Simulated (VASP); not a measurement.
Runs of VASP 6.6.1 on Hg. The structure is that of space group P6_3/mmc (No. 194), or close to it. The cells are those of the table. 

```tsv
task	cell	cutoff (eV)	gap on the mesh (eV)	pressure (GPa)
relaxation of cell and atoms	relaxed to 5 GPa from a = 3.462, b = 3.462, c = 5.488 Å, angles 90.0, 90.0, 120.0°, 2 atoms	600	none	5.0
relaxation of cell and atoms	relaxed to 30 GPa from a = 3.462, b = 3.462, c = 5.488 Å, angles 90.0, 90.0, 120.0°, 2 atoms	600	none	30.0
relaxation of cell and atoms	relaxed to 10 GPa from a = 3.462, b = 3.462, c = 5.488 Å, angles 90.0, 90.0, 120.0°, 2 atoms	600	none	10.0
single point	a = 3.146, b = 3.146, c = 5.219 Å, angles 90.0, 90.0, 120.0°, 2 atoms	520	none	2.5
single point	a = 2.943, b = 2.943, c = 4.932 Å, angles 90.0, 90.0, 120.0°, 2 atoms	520	none	(a)
```

Alike in all rows: level PBEsol; potentials or basis VASP PAW PBE potentials, release 64 (Hg); no spin polarisation; k mesh 9 × 9 × 5; smearing fermi-dirac 0.05 eV.

**Question.** Fill in the values left out.

**Answer.** (a) 21.3.

Caveats: the PAW data sets were made with another functional, which shifts forces and pressure a little; spin-orbit coupling is left out, which moves the levels of the heavy elements; the cell is relaxed towards a set pressure, so the run minimises the enthalpy, not the energy (at least some runs); the cell stands under pressure (at least some runs).

A k mesh can miss the band edges, and the runs leave out spin-orbit coupling on Hg.

A gap of «none» marks levels without a gap at the run's occupations.
